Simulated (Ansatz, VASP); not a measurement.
**Two plane-wave programs on Ga3Sb2As**

```
Ga Sb As
1.0
     4.29057    0.00000    0.00000
    -2.14529    3.71575    0.00000
     0.00000    0.00000   10.50205
Ga Sb As
3 2 1
Direct
  0.00000 0.00000 0.98768
  0.66667 0.33333 0.33267
  0.33333 0.66667 0.67900
  0.66667 0.33333 0.07765
  0.33333 0.66667 0.42240
  0.00000 0.00000 0.75060
```

Alike in both runs: functional PBE; k mesh 12 × 12 × 4; occupations gaussian, width 0.1 eV; no spin polarisation.

Ansatz relaxed the structure, and its values are those at the end. VASP's run is a single point on that final structure, the one shown.

```csv
,VASP,Ansatz
version,VASP 6.6.1,Ansatz 0.2.0
potentials or method,"VASP PAW PBE potentials, release 64 (Ga_d, Sb, As), cutoff 520 eV","scalar-relativistic, plane waves, PAW"
valence electrons in the cell,54,84
```

|  | VASP | Ansatz | Ansatz less VASP |
| --- | --- | --- | --- |
| gap on the k mesh at the Fermi level (eV) | none | none | - |
| pressure (GPa) | 0.1 | 0.0 | -0.09 |
| rms of the force components (eV/Å) | 0.004 | 0.002 | -0.0013 |

A gap of «none» marks a metal or a gap that the smearing closes. With one functional, cell and mesh, what is left measures potentials, basis and numerics. VASP's potentials hold 54 valence electrons a cell and Ansatz's 84, so a difference there can come from the potentials and not from the codes.

Spin-orbit coupling is off throughout.
